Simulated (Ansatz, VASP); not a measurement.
# Zr2Si3: VASP beside Ansatz

```
CELL_PARAMETERS angstrom
4.49252 0.00000 0.00000
-2.24626 3.89064 0.00000
0.00000 0.00000 5.25721
ATOMIC_POSITIONS crystal
Zr 0.66667 0.33333 0.50000
Zr 0.33333 0.66667 0.00000
Si 0.00000 0.00000 0.74968
Si 0.00000 0.00000 0.25032
Si 0.66667 0.33333 0.00000
```

Change from the starting cell: species swapped into the Fe3Ge2 type (P-6m2, No. 187).

Alike in both runs: functional PBE; k mesh 6 × 6 × 4; occupations gaussian, width 0.1 eV; no spin polarisation.

Ansatz relaxed the structure, and its values are those at the end. VASP's run is a single point on that final structure, the one shown.

|  | VASP | Ansatz |
| --- | --- | --- |
| version | VASP 6.6.1 | Ansatz 0.2.0 |
| potentials or method | VASP PAW PBE potentials, release 64 (Zr_sv, Si), cutoff 520 eV | scalar-relativistic, plane waves, PAW |
| valence electrons in the cell | 36 | 36 |

|  | VASP | Ansatz | Ansatz less VASP |
| --- | --- | --- | --- |
| gap on the k mesh at the Fermi level (eV) | none | none | - |
| pressure (GPa) | 0.1 | 0.0 | -0.03 |
| rms of the force components (eV/Å) | 0.015 | 0.014 | -0.0001 |

A gap of «none» marks a metal or a gap that the smearing closes.
